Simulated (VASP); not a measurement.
# InSb3 (Fmmm) in VASP: single point with PBEsol+D3(BJ)

Aim: the single point of InSb3 with PBEsol+D3(BJ).

Program: VASP 6.6.1. These are calculated values, not measurements. Logs are shortened: lines on timing, memory, paths and dates and some standing lists are left out, and cuts for length are marked.

## 1. The cell of the first run

The structure is orthorhombic, space group Fmmm (No. 69). Conventional cell: a = 7.141 Å, b = 7.324 Å, c = 7.507 Å, α = 90.00°, β = 90.00°, γ = 90.00°. In (site symmetry mmm) has 14 Sb at 3.17 to 3.75 Å within 4.2 Å. Within 4.2 Å of Sb (site symmetry 222) lie 4 In at 3.17 Å and 10 Sb at 3.17 to 3.75 Å. Within 4.2 Å of Sb (site symmetry mmm) lie 8 Sb at 3.17 Å and 6 In at 3.57 to 3.75 Å.

## 2. Single point, PBEsol+D3(BJ) (strain +0.0250 x Voigt [1, -1, 0, 0, 0, 0])

INCAR

```
SYSTEM = InSb3
PREC = Accurate
ENCUT = 520
EDIFF = 1E-6
ISMEAR = 0
SIGMA = 0.15
LREAL = .FALSE.
LASPH = .TRUE.
NELM = 100
ALGO = Fast
ISIF = 2
LWAVE = .FALSE.
LCHARG = .FALSE.
GGA = PS
IVDW = 12
NBANDS = 22
```

KPOINTS

```
Automatic mesh
0
G
  12 12 12
  0 0 0
```

POSCAR

```
InSb3
1.0
    0.0000000000      3.5705147419      3.6620664019
    3.7536180619      0.0000000000      3.6620664019
    3.7536180619      3.5705147419      0.0000000000
In Sb
1 3
Direct
    0.0000000000      0.0000000000      0.0000000000
    0.2500000000      0.2500000000      0.2500000000
    0.7500000000      0.7500000000      0.7500000000
    0.5000000000      0.5000000000      0.5000000000
```

Potentials or basis: VASP PAW PBE potentials, release 64 (In_d, Sb).

Run with:

```sh
$ cat potpaw_PBE.64/In_d/POTCAR potpaw_PBE.64/Sb/POTCAR > POTCAR
$ mpirun -np 1 vasp_std > vasp.out
```

OUTCAR:

```text
SYSTEM = InSb3
   PREC = Accurate
   ENCUT = 520
   EDIFF = 1E-6
   ISMEAR = 0
   LREAL = .FALSE.
   LASPH = .TRUE.
   NELM = 100
   ISIF = 2
   GGA = PS
   IVDW = 12
 IVDW          = 12

 ion  position               nearest neighbor table
   1  0.000  0.000  0.000-   3 3.17   2 3.17   3 3.17   2 3.17   3 3.17   2 3.17   2 3.17   3 3.17
                             4 3.57   4 3.57   4 3.66   4 3.66   4 3.75   4 3.75
   2  0.250  0.250  0.250-   1 3.17   4 3.17   1 3.17   1 3.17   4 3.17   4 3.17   4 3.17   1 3.17
                             3 3.57   3 3.57   3 3.66   3 3.66   3 3.75   3 3.75
   3  0.750  0.750  0.750-   4 3.17   1 3.17   4 3.17   1 3.17   4 3.17   1 3.17   1 3.17   4 3.17
                             2 3.57   2 3.57   2 3.66   2 3.66   2 3.75   2 3.75
   4  0.500  0.500  0.500-   2 3.17   3 3.17   2 3.17   2 3.17   3 3.17   3 3.17   3 3.17   2 3.17
                             1 3.57   1 3.57   1 3.66   1 3.66   1 3.75   1 3.75

  LATTYP: Found a face centered orthorhombic cell.
 ALAT       =     7.1410294838
 B/A-ratio  =     1.0256410256
 C/A-ratio  =     1.0512820513

  Lattice vectors:

 A1 = (  -3.7536180619,   0.0000000000,  -3.6620664019)
 A2 = (  -3.7536180619,   3.5705147419,   0.0000000000)
 A3 = (   0.0000000000,   3.5705147419,  -3.6620664019)

Analysis of symmetry for initial positions (statically):
=====================================================================
 Subroutine PRICEL returns:
 Original cell was already a primitive cell.

 Routine SETGRP: Setting up the symmetry group for a
 face centered orthorhombic supercell.

 Subroutine GETGRP returns: Found  8 space group operations
 (whereof  8 operations were pure point group operations)
 out of a pool of  8 trial point group operations.

The static configuration has the point symmetry D_2h.

Analysis of symmetry for dynamics (positions and initial velocities):
=====================================================================
 Subroutine PRICEL returns:
 Original cell was already a primitive cell.

 Routine SETGRP: Setting up the symmetry group for a
 face centered orthorhombic supercell.

 Subroutine GETGRP returns: Found  8 space group operations
 (whereof  8 operations were pure point group operations)
 out of a pool of  8 trial point group operations.

The dynamic configuration has the point symmetry D_2h.

 Subroutine INISYM returns: Found  8 space group operations
 (whereof  8 operations are pure point group operations),
 and found     1 'primitive' translations

----------------------------------------------------------------------------------------

                                     Primitive cell

  volume of cell :      98.1606

  direct lattice vectors                    reciprocal lattice vectors
     0.000000000  3.570514742  3.662066402    -0.133204815  0.140035831  0.136534936
     3.753618062  0.000000000  3.662066402     0.133204815 -0.140035831  0.136534936
     3.753618062  3.570514742  0.000000000     0.133204815  0.140035831 -0.136534936

  length of vectors
     5.114616882  5.244080366  5.180562139     0.236633357  0.236633357  0.236633357

  position of ions in fractional coordinates (direct lattice)
     0.000000000  0.000000000  0.000000000
     0.250000000  0.250000000  0.250000000
     0.750000000  0.750000000  0.750000000
     0.500000000  0.500000000  0.500000000

  ion indices of the primitive-cell ions
   primitive index   ion index
                 1           1
                 2           2
                 3           3
                 4           4

----------------------------------------------------------------------------------------

 KPOINTS: Automatic mesh

Automatic generation of k-mesh.
 Grid dimensions read from file:
 generate k-points for:   12   12   12

 Generating k-lattice:

  Cartesian coordinates                     Fractional coordinates (reciprocal lattice)
    -0.011100401  0.011669653  0.011377911     0.083333333  0.000000000  0.000000000
     0.011100401 -0.011669653  0.011377911     0.000000000  0.083333333  0.000000000
     0.011100401  0.011669653 -0.011377911     0.000000000  0.000000000  0.083333333

  Length of vectors
     0.019719446  0.019719446  0.019719446

  Shift w.r.t. Gamma in fractional coordinates (k-lattice)
     0.000000000  0.000000000  0.000000000

 Subroutine IBZKPT returns following result:
 ===========================================

 Found    280 irreducible k-points:

 Following reciprocal coordinates:
            Coordinates               Weight
  0.000000  0.000000  0.000000      1.000000
  0.083333  0.000000  0.000000      8.000000
  0.166667  0.000000  0.000000      8.000000
  0.250000  0.000000  0.000000      8.000000
  0.333333  0.000000  0.000000      8.000000
  0.416667  0.000000  0.000000      8.000000
[... 16 lines left out ...]
  0.500000  0.166667 -0.000000      8.000000
 -0.416667  0.166667 -0.000000      8.000000
 [... further k-points ...]
   k-points           NKPTS =    280   k-points in BZ     NKDIM =    280   number of bands    NBANDS=     22
   number of dos      NEDOS =    301   number of ions     NIONS =      4
   total plane-waves  NPLWV =  64000
   dimension x,y,z NGX =    40 NGY =   40 NGZ =   40
   dimension x,y,z NGXF=    80 NGYF=   80 NGZF=   80
   ions per type =               1   3
   NGX,Y,Z   is equivalent  to a cutoff of  13.00, 12.68, 12.84 a.u.
   NGXF,Y,Z  is equivalent  to a cutoff of  26.00, 25.36, 25.67 a.u.
 SYSTEM =  InSb3
   PREC   = accura    normal or accurate (medium, high low for compatibility)
   ISTART =      0    job   : 0-new  1-cont  2-samecut
   ICHARG =      2    charge: 1-file 2-atom 10-const
   ISPIN  =      1    spin polarized calculation?
   LNONCOLLINEAR =      F non collinear calculations
   LSORBIT =      F    spin-orbit coupling
   LASPH  =      T    aspherical Exc in radial PAW
   ENCUT  =  520.0 eV  38.22 Ry    6.18 a.u.   9.51  9.75  9.63*2*pi/ulx,y,z
   NELM   =    100;   NELMIN=  2; NELMDL= -5     # of ELM steps
   EDIFF  = 0.1E-05   stopping-criterion for ELM
   LREAL  =      F    real-space projection
   EDIFFG = 0.1E-04   stopping-criterion for IOM
   NSW    =      0    number of steps for IOM
   IBRION =     -1    ionic relax: 0-MD 1-quasi-New 2-CG
   NFREE  =      0    steps in history (QN), initial steepest desc. (CG)
   ISIF   =      2    stress and relaxation
   ISYM   =      2    0-nonsym 1-usesym 2-fastsym
   POTIM  = 0.5000    time-step for ionic-motion
   TEBEG  =    0.0;   TEEND  =   0.0 temperature during run
   PSTRESS=    0.0 pullay stress
   NELECT =      28.0000    total number of electrons
   NUPDOWN=      -1.0000    fix difference up-down
   EMIN   =  10.00;   EMAX   =-10.00  energy-range for DOS
   EFERMI =   0.00;   METHOD = LEGACY
   ISMEAR =     0;   SIGMA  =   0.15  broadening in eV -4-tet -1-fermi 0-gaus
   EFERMI_NEDOS =   21; number of points for ismear=-14 and -15
   IALGO  =     68    algorithm
   IMIX   =      4    mixing-type and parameters
     AMIX     =   0.40;   BMIX     =  1.00
     AMIX_MAG =   1.60;   BMIX_MAG =  1.00
  volume/ion in A,a.u.               =      24.54       165.61
  Fermi-wavevector in a.u.,A,eV,Ry     =   1.077660  2.036482 15.801143  1.161351
  Thomas-Fermi vector in A             =   2.213578
   LORBIT       =      0    0 simple, 1 ext, 2 COOP (PROOUT), +10 PAW based schemes
   GGA     = PS    functional components
   LHFCALC =     F    Hartree Fock is set to
   AEXX    =    0.0000 exact exchange contribution
   IVDW    =    12    specifies the selected vdW correction
   LEPSILON=     F    determine dielectric tensor
   LRPA    =     F    only Hartree local field effects (RPA)
 non-spin polarized calculation
 RMM-DIIS sequential band-by-band and
 Gauss-broadening in eV      SIGMA  =   0.15
  energy-cutoff  :      520.00
  volume of cell :       98.16
 maximum number of plane-waves:      2666
 NGX is ok and might be reduce to    40
   NGX = 19   NGY = 19   NGZ = 19

 number of electron      28.0000002 magnetization

 Free energy of the ion-electron system (eV)
  ---------------------------------------------------
  ext. energy  EPLUGINS =         0.00000000
  ---------------------------------------------------
  free energy    TOTEN  =       -16.08731843 eV

  energy without entropy =      -16.06644635  energy(sigma->0) =      -16.07688239

 E-fermi :   9.1638     XC(G=0): -10.7333

 val. band max:        9.1555691285   @ k =  -0.0833   0.4167   0.4167
 cond. band min:       9.1712486690   @ k =  -0.4167  -0.0000   0.4167
 fundamental gap:      0.0156795405
 Fermi energy:         9.1638288926

 k-point     1 :       0.0000    0.0000    0.0000
  band No.  band energies     occupation
      1      -5.3112      2.00000
      2      -5.3094      2.00000
      3      -5.3077      2.00000
      4      -5.2673      2.00000
      5      -5.2593      2.00000
      6      -3.8482      2.00000
[... 14 lines left out ...]
     21      16.6662      0.00000
     22      16.7791      0.00000

 k-point     2 :       0.0833    0.0000    0.0000
  band No.  band energies     occupation
      1      -5.3117      2.00000
      2      -5.3094      2.00000
      3      -5.3075      2.00000
      4      -5.2676      2.00000
      5      -5.2594      2.00000
      6      -3.7908      2.00000
[... 14 lines left out ...]
     21      16.1849      0.00000
     22      16.6655      0.00000

 k-point     3 :       0.1667    0.0000    0.0000
  band No.  band energies     occupation
      1      -5.3159      2.00000
      2      -5.3078      2.00000
      3      -5.3058      2.00000
      4      -5.2685      2.00000
      5      -5.2598      2.00000
      6      -3.6185      2.00000
[... 14 lines left out ...]
     21      14.9710      0.00000
     22      16.1169      0.00000
[... 476 lines left out ...]
 k-point    23 :       0.5000    0.1667   -0.0000
  band No.  band energies     occupation
      1      -5.3335      2.00000
      2      -5.3060      2.00000
      3      -5.2974      2.00000
      4      -5.2747      2.00000
      5      -5.2611      2.00000
      6      -2.1268      2.00000
[... 14 lines left out ...]
     21      14.9629      0.00000
     22      16.4337      0.00000

 k-point    24 :      -0.4167    0.1667   -0.0000
  band No.  band energies     occupation
      1      -5.3324      2.00000
      2      -5.3075      2.00000
      3      -5.2976      2.00000
      4      -5.2739      2.00000
      5      -5.2618      2.00000
      6      -2.0047      2.00000
[... 14 lines left out ...]
     21      14.9317      0.00000
     22      17.2242      0.00000

 [... further k-points ...]

------------------------ aborting loop because EDIFF is reached ----------------------------------------

 Edisp (eV)   -2.04633

 E8    (eV) :    -1.4218

  FORCE on cell =-STRESS in cart. coord.  units (eV):
  Direction    XX          YY          ZZ          XY          YZ          ZX
  --------------------------------------------------------------------------------------
  -------------------------------------------------------------------------------------
  Total      -0.15591     0.51123     0.32348     0.00000     0.00000     0.00000
  in kB      -2.54479     8.34424     5.27981     0.00000     0.00000     0.00000
  external pressure =        3.69 kB  Pullay stress =        0.00 kB

 VOLUME and BASIS-vectors are now :
 -----------------------------------------------------------------------------
  energy-cutoff  :      520.00
  volume of cell :       98.16
      direct lattice vectors                 reciprocal lattice vectors
     0.000000000  3.570514742  3.662066402    -0.133204815  0.140035831  0.136534936
     3.753618062  0.000000000  3.662066402     0.133204815 -0.140035831  0.136534936
     3.753618062  3.570514742  0.000000000     0.133204815  0.140035831 -0.136534936

 POSITION                                       TOTAL-FORCE (eV/Angst)
 -----------------------------------------------------------------------------------
      0.00000      0.00000      0.00000        -0.000000     -0.000000      0.000000
      1.87681      1.78526      1.83103        -0.000000      0.000000      0.000000
      5.63043      5.35577      5.49310         0.000000     -0.000000     -0.000000
      3.75362      3.57051      3.66207        -0.000000     -0.000000      0.000000
 -----------------------------------------------------------------------------------
    total drift:                               -0.000000      0.000000      0.000000

  FREE ENERGIE OF THE ION-ELECTRON SYSTEM (eV)
  ---------------------------------------------------
  free  energy   TOTEN  =       -18.1336491129 eV

  energy  without entropy=      -18.1127770395  energy(sigma->0) =      -18.12321308
```

Run time: 9.2 min. Hardware: 1 thread of Oxide Virtual Turin-like, shared host; peak memory 0.64 GiB.

What came out:

| Item | Value |
| --- | --- |
| Free energy | -18.1336 eV |
| Pressure | 0.4 GPa |
| Band gap on the k mesh | zero (bands 14 and 15 overlap by 3.57 eV) |
| Dispersion energy per atom | -0.512 eV |

Caveat: the cell differs from its parent crystal (strain +0.0250 x Voigt [1, -1, 0, 0, 0, 0]); the PAW data sets were made with another functional, which shifts forces and pressure a little; spin-orbit coupling is left out, which moves the levels of the heavy elements.
